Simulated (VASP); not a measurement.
Set up this calculation in VASP 6.6.1, as the native input.

```
Task                   : single point
Functional             : b88 exchange, pbe correlation
Potentials or basis    : VASP PAW PBE potentials, release 64 (W_sv, C)
Cutoff                 : 600 eV
k mesh                 : 10 × 10 × 9
Occupations            : fermi-dirac, width 0.05 eV
Spin                   : no spin polarisation
Dipole correction      : no
Further INCAR settings : ALGO = Normal; EDIFF = 1e-06; NBANDS = 16
```

The structure of WC lies in POSCAR:

```
WC
1.0
    2.8869927008      0.0000000000      0.0000000000
   -1.4434963504      2.5002090195      0.0000000000
    0.0000000000      0.0000000000      2.8175618425
W C
1 1
Direct
    0.0000000000      0.0000000000      0.0000000000
    0.6666666667      0.3333333333      0.5000000000
```

One way to write it, as run:

INCAR

```
PREC = Accurate
ENCUT = 600
EDIFF = 1E-6
ISMEAR = -1
SIGMA = 0.05
LREAL = F
LASPH = T
NELM = 120
ALGO = Normal
ISIF = 2
LWAVE = F
LCHARG = T
GGA = LIBXC
LIBXC1 = GGA_X_B88
LIBXC2 = GGA_C_PBE
LELF = T
LVHAR = T
NBANDS = 16
GGA_COMPAT = F
```

KPOINTS

```
Automatic mesh
0
Gamma
  10 10 9
```

Potentials or basis: VASP PAW PBE potentials, release 64 (W_sv, C).

Command:

```console
$ cat potpaw_PBE.64/W_sv/POTCAR potpaw_PBE.64/C/POTCAR > POTCAR
$ mpirun -np 1 vasp_std > vasp.out
```

Results of the run:

| Item | Value |
| --- | --- |
| Pressure | 15.6 GPa |
| Band gap on the k mesh | zero (bands 9 and 10 overlap by 1.23 eV) |

Caveat: the cell stands under pressure; the PAW data sets were made with another functional, which shifts forces and pressure a little; spin-orbit coupling is left out, which moves the levels of the heavy elements.

Wall time 27 s on 1 thread of AMD EPYC 9R14 (Zen 4), on a shared host, peak memory 0.13 GiB.
